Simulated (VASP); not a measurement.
# KMgF3 (Pm-3m) in VASP: further runs

Runs on KMgF3. Level: PBE. Tasks: relaxation of cell and atoms.

Everything below comes from runs of VASP 6.6.1. Logs are shortened: lines on timing, memory, paths and dates and some standing lists are left out, and cuts for length are marked.

### Step 1. The cell of the first run

The structure is cubic, space group Pm-3m (No. 221). The conventional cell has a = 3.986 Å, b = 3.986 Å, c = 3.986 Å, α = 90.00°, β = 90.00°, γ = 90.00°. K (site symmetry m-3m) has 12 F at 2.82 Å and 8 Mg at 3.45 Å within 3.7 Å. Mg (site symmetry m-3m) has 6 F at 1.99 Å within 2.6 Å. Within 2.6 Å of F (site symmetry 4/mmm) lie 2 Mg at 1.99 Å.

### Step 2. Relaxation of cell and atoms, PBE, target pressure 10 GPa, at which the enthalpy is minimised

File INCAR:

```
SYSTEM = KMgF3
PREC = Accurate
ENCUT = 600
EDIFF = 1E-6
ISMEAR = 0
SIGMA = 0.01
LREAL = .False.
LASPH = .True.
NELM = 100
ALGO = Normal
ISIF = 3
LWAVE = .False.
LCHARG = .False.
GGA = PE
IBRION = 2
NSW = 80
EDIFFG = -0.05
PSTRESS = 100.0
```

File KPOINTS:

```
Automatic mesh
0
Gamma
  5 5 5
  0 0 0
```

File POSCAR:

```
KMgF3
1.0
    3.9859000000      0.0000000000      0.0000000000
    0.0000000000      3.9859000000      0.0000000000
    0.0000000000      0.0000000000      3.9859000000
K Mg F
1 1 3
Direct
    0.5000000000      0.5000000000      0.5000000000
    0.0000000000      0.0000000000      0.0000000000
    0.5000000000      0.0000000000      0.0000000000
    0.0000000000      0.5000000000      0.0000000000
    0.0000000000      0.0000000000      0.5000000000
```

Potentials or basis: VASP PAW PBE potentials, release 64 (K_sv, Mg, F).

Run with:

```sh
$ cat potpaw_PBE.64/K_sv/POTCAR potpaw_PBE.64/Mg/POTCAR potpaw_PBE.64/F/POTCAR > POTCAR
$ mpirun -np 1 vasp_std > vasp.out
```

OUTCAR:

```text
SYSTEM = KMgF3
   PREC = Accurate
   ENCUT = 600
   EDIFF = 1E-6
   ISMEAR = 0
   LREAL = .False.
   LASPH = .True.
   NELM = 100
   ISIF = 3
   GGA = PE
   IBRION = 2
   NSW = 80
   EDIFFG = -0.05
   PSTRESS = 100.0

 ion  position               nearest neighbor table
   1  0.500  0.500  0.500-   3 2.82   4 2.82   5 2.82   3 2.82   4 2.82   3 2.82   5 2.82   3 2.82
                             4 2.82   5 2.82   4 2.82   5 2.82   2 3.45   2 3.45   2 3.45   2 3.45
   2  0.000  0.000  0.000-   3 1.99   4 1.99   5 1.99   5 1.99   4 1.99   3 1.99   1 3.45   1 3.45
                             1 3.45   1 3.45   1 3.45   1 3.45   1 3.45   1 3.45
   3  0.500  0.000  0.000-   2 1.99   2 1.99   1 2.82   1 2.82   1 2.82   1 2.82
   4  0.000  0.500  0.000-   2 1.99   2 1.99   1 2.82   1 2.82   1 2.82   1 2.82
   5  0.000  0.000  0.500-   2 1.99   2 1.99   1 2.82   1 2.82   1 2.82   1 2.82

  LATTYP: Found a simple cubic cell.
 ALAT       =     3.9859000000

  Lattice vectors:

 A1 = (   3.9859000000,   0.0000000000,   0.0000000000)
 A2 = (   0.0000000000,   3.9859000000,   0.0000000000)
 A3 = (   0.0000000000,   0.0000000000,   3.9859000000)

Analysis of symmetry for initial positions (statically):
=====================================================================
 Subroutine PRICEL returns:
 Original cell was already a primitive cell.

 Routine SETGRP: Setting up the symmetry group for a
 simple cubic supercell.

 Subroutine GETGRP returns: Found 48 space group operations
 (whereof 48 operations were pure point group operations)
 out of a pool of 48 trial point group operations.

The static configuration has the point symmetry O_h .

Analysis of symmetry for dynamics (positions and initial velocities):
=====================================================================
 Subroutine PRICEL returns:
 Original cell was already a primitive cell.

 Routine SETGRP: Setting up the symmetry group for a
 simple cubic supercell.

 Subroutine GETGRP returns: Found 48 space group operations
 (whereof 48 operations were pure point group operations)
 out of a pool of 48 trial point group operations.

The dynamic configuration has the point symmetry O_h .

 Subroutine INISYM returns: Found 48 space group operations
 (whereof 48 operations are pure point group operations),
 and found     1 'primitive' translations

----------------------------------------------------------------------------------------

                                     Primitive cell

  volume of cell :      63.3256

  direct lattice vectors                    reciprocal lattice vectors
     3.985900000  0.000000000  0.000000000     0.250884367  0.000000000  0.000000000
     0.000000000  3.985900000  0.000000000     0.000000000  0.250884367  0.000000000
     0.000000000  0.000000000  3.985900000     0.000000000  0.000000000  0.250884367

  length of vectors
     3.985900000  3.985900000  3.985900000     0.250884367  0.250884367  0.250884367

  position of ions in fractional coordinates (direct lattice)
     0.500000000  0.500000000  0.500000000
     0.000000000  0.000000000  0.000000000
     0.500000000  0.000000000  0.000000000
     0.000000000  0.500000000  0.000000000
     0.000000000  0.000000000  0.500000000

  ion indices of the primitive-cell ions
   primitive index   ion index
                 1           1
                 2           2
                 3           3
                 4           4
                 5           5

----------------------------------------------------------------------------------------

 KPOINTS: Automatic mesh

Automatic generation of k-mesh.
 Grid dimensions read from file:
 generate k-points for:    5    5    5

 Generating k-lattice:

  Cartesian coordinates                     Fractional coordinates (reciprocal lattice)
     0.050176873  0.000000000  0.000000000     0.200000000  0.000000000  0.000000000
     0.000000000  0.050176873  0.000000000     0.000000000  0.200000000  0.000000000
     0.000000000  0.000000000  0.050176873     0.000000000  0.000000000  0.200000000

  Length of vectors
     0.050176873  0.050176873  0.050176873

  Shift w.r.t. Gamma in fractional coordinates (k-lattice)
     0.000000000  0.000000000  0.000000000

 Subroutine IBZKPT returns following result:
 ===========================================

 Found     10 irreducible k-points:

 Following reciprocal coordinates:
            Coordinates               Weight
  0.000000  0.000000  0.000000      1.000000
  0.200000  0.000000  0.000000      6.000000
  0.400000  0.000000  0.000000      6.000000
  0.200000  0.200000  0.000000     12.000000
  0.400000  0.200000  0.000000     24.000000
  0.400000  0.400000  0.000000     12.000000
  0.200000  0.200000  0.200000      8.000000
  0.400000  0.200000  0.200000     24.000000
  0.400000  0.400000  0.200000     24.000000
  0.400000  0.400000  0.400000      8.000000
   k-points           NKPTS =     10   k-points in BZ     NKDIM =     10   number of bands    NBANDS=     20
   number of dos      NEDOS =    301   number of ions     NIONS =      5
   total plane-waves  NPLWV =  32768
   dimension x,y,z NGX =    32 NGY =   32 NGZ =   32
   dimension x,y,z NGXF=    64 NGYF=   64 NGZF=   64
   ions per type =               1   1   3
   NGX,Y,Z   is equivalent  to a cutoff of  13.35, 13.35, 13.35 a.u.
   NGXF,Y,Z  is equivalent  to a cutoff of  26.69, 26.69, 26.69 a.u.
 SYSTEM =  KMgF3
   PREC   = accura    normal or accurate (medium, high low for compatibility)
   ISTART =      0    job   : 0-new  1-cont  2-samecut
   ICHARG =      2    charge: 1-file 2-atom 10-const
   ISPIN  =      1    spin polarized calculation?
   LNONCOLLINEAR =      F non collinear calculations
   LSORBIT =      F    spin-orbit coupling
   LASPH  =      T    aspherical Exc in radial PAW
   ENCUT  =  600.0 eV  44.10 Ry    6.64 a.u.   7.96  7.96  7.96*2*pi/ulx,y,z
   NELM   =    100;   NELMIN=  2; NELMDL= -5     # of ELM steps
   EDIFF  = 0.1E-05   stopping-criterion for ELM
   LREAL  =      F    real-space projection
   EDIFFG = -.5E-01   stopping-criterion for IOM
   NSW    =     80    number of steps for IOM
   IBRION =      2    ionic relax: 0-MD 1-quasi-New 2-CG
   NFREE  =      1    steps in history (QN), initial steepest desc. (CG)
   ISIF   =      3    stress and relaxation
   ISYM   =      2    0-nonsym 1-usesym 2-fastsym
   POTIM  = 0.5000    time-step for ionic-motion
   TEBEG  =    0.0;   TEEND  =   0.0 temperature during run
   PSTRESS=  100.0 pullay stress
   NELECT =      32.0000    total number of electrons
   NUPDOWN=      -1.0000    fix difference up-down
   EMIN   =  10.00;   EMAX   =-10.00  energy-range for DOS
   EFERMI =   0.00;   METHOD = LEGACY
   ISMEAR =     0;   SIGMA  =   0.01  broadening in eV -4-tet -1-fermi 0-gaus
   EFERMI_NEDOS =   21; number of points for ismear=-14 and -15
   IALGO  =     38    algorithm
   IMIX   =      4    mixing-type and parameters
     AMIX     =   0.40;   BMIX     =  1.00
     AMIX_MAG =   1.60;   BMIX_MAG =  1.00
  volume/ion in A,a.u.               =      12.67        85.47
  Fermi-wavevector in a.u.,A,eV,Ry     =   1.303962  2.464132 23.134232  1.700318
  Thomas-Fermi vector in A             =   2.434930
   LORBIT       =      0    0 simple, 1 ext, 2 COOP (PROOUT), +10 PAW based schemes
   GGA     = PE    functional components
   LHFCALC =     F    Hartree Fock is set to
   AEXX    =    0.0000 exact exchange contribution
   IVDW    =     0    specifies the selected vdW correction
   LEPSILON=     F    determine dielectric tensor
   LRPA    =     F    only Hartree local field effects (RPA)
 conjugate gradient relaxation of ions
 non-spin polarized calculation
 Gauss-broadening in eV      SIGMA  =   0.01
  energy-cutoff  :      600.00
  volume of cell :       63.33
 maximum number of plane-waves:      2139
 NGX is ok and might be reduce to    32
   NGX = 15   NGY = 15   NGZ = 15

--------------------------------------- Ionic step        1  -------------------------------------------

 number of electron      32.0000010 magnetization

 Free energy of the ion-electron system (eV)
  ---------------------------------------------------
  ext. energy  EPLUGINS =         0.00000000
  ---------------------------------------------------
  free energy    TOTEN  =       -24.42202092 eV

  energy without entropy =      -24.42202092  energy(sigma->0) =      -24.42202092

 E-fermi :  -1.5856     XC(G=0):  -9.6841

 val. band max:       -1.6671887246   @ k =   0.4000   0.4000   0.4000
 cond. band min:       5.7022837993   @ k =   0.0000   0.0000   0.0000
 fundamental gap:      7.3694725239
 Fermi energy:        -1.5855932131

 k-point     1 :       0.0000    0.0000    0.0000
  band No.  band energies     occupation
      1     -27.2554      2.00000
      2     -21.7237      2.00000
      3     -21.0692      2.00000
      4     -21.0692      2.00000
      5     -10.7480      2.00000
      6     -10.7480      2.00000
[... 12 lines left out ...]
     19       8.4789      0.00000
     20      10.6351      0.00000
[... 278 lines left out ...]
  FREE ENERGIE OF THE ION-ELECTRON SYSTEM (eV)
  ---------------------------------------------------
  free  energy   TOTEN  =       -24.2207847258 eV

  energy  without entropy=      -24.2207847258  energy(sigma->0) =      -24.22078473

  enthalpy is  TOTEN    =       -20.5658975054 eV   P V=        3.6548872203

--------------------------------------- Ionic step        3  -------------------------------------------

 number of electron      31.9999952 magnetization

 Free energy of the ion-electron system (eV)
  ---------------------------------------------------
  ext. energy  EPLUGINS =         0.00000000
  ---------------------------------------------------
  free energy    TOTEN  =       -24.24713665 eV

  energy without entropy =      -24.24713665  energy(sigma->0) =      -24.24713665

 E-fermi :  -1.2287     XC(G=0): -10.0442

 val. band max:       -1.2969037112   @ k =   0.4000   0.4000   0.4000
 cond. band min:       6.6460508790   @ k =   0.0000   0.0000   0.0000
 fundamental gap:      7.9429545901
 Fermi energy:        -1.2287080543

 k-point     1 :       0.0000    0.0000    0.0000
  band No.  band energies     occupation
      1     -26.7438      2.00000
      2     -21.5401      2.00000
      3     -20.7894      2.00000
      4     -20.7894      2.00000
      5     -10.2466      2.00000
      6     -10.2466      2.00000
[... 12 lines left out ...]
     19       8.9488      0.00000
     20      11.1907      0.00000
[... 227 lines left out ...]
 POSITION                                       TOTAL-FORCE (eV/Angst)
 -----------------------------------------------------------------------------------
      1.94609      1.94609      1.94609         0.000000      0.000000      0.000000
      0.00000      0.00000      0.00000        -0.000000     -0.000000      0.000000
      1.94609      0.00000     -0.00000        -0.000000     -0.000000      0.000000
      0.00000      1.94609      0.00000        -0.000000     -0.000000      0.000000
      0.00000      0.00000      1.94609         0.000000      0.000000      0.000000
 -----------------------------------------------------------------------------------
    total drift:                                0.000000      0.000000     -0.000000

  FREE ENERGIE OF THE ION-ELECTRON SYSTEM (eV)
  ---------------------------------------------------
  free  energy   TOTEN  =       -24.2471366523 eV

  energy  without entropy=      -24.2471366523  energy(sigma->0) =      -24.24713665

  enthalpy is  TOTEN    =       -20.5669376278 eV   P V=        3.6801990245

 reached required accuracy - stopping structural energy minimisation
```

Run time: 16 s. Hardware: 1 thread of Intel Xeon 6975P-C (Granite Rapids), shared host; peak memory 0.19 GiB.

Results:

| Property | Result |
| --- | --- |
| Free energy | -24.2471 eV |
| Relaxed volume | 11.79 Å³/atom |
| Relaxed cell | a = 3.892 Å, b = 3.892 Å, c = 3.892 Å, α = 90.00°, β = 90.00°, γ = 90.00° |
| Space group after relaxing (to 0.05 Å) | Pm-3m (No. 221) |
| Energy change on relaxing (the enthalpy is what falls) | +35.0 meV/atom |
| Ionic steps | 3 |
| Pressure after relaxing | 10.0 GPa |
| Band gap on the k mesh | 7.94 eV, indirect (least direct gap 8.19 eV) |

The path:
```tsv
step	energy change (eV)	largest force (eV/Å)	pressure (GPa)	volume (Å³)
1	0.0000	0.0000	3.25	63.33
2	0.2012	0.0000	10.77	58.56
3	0.1749	0.0000	10.02	58.96
```

Final structure:
```xyz
5
Lattice="3.8922 0.0000 0.0000 0.0000 3.8922 0.0000 0.0000 0.0000 3.8922" Properties=species:S:1:pos:R:3 pbc="T T T"
K     1.9461    1.9461    1.9461
Mg    0.0000    0.0000    0.0000
F     1.9461    0.0000    0.0000
F     0.0000    1.9461    0.0000
F     0.0000    0.0000    1.9461
```

Caveat: the cell is relaxed towards a set pressure, so the enthalpy falls and the energy may rise. PBE gaps usually lie below the measured ones, often by a third to a half.

(Part 1 of 3 ends here.)
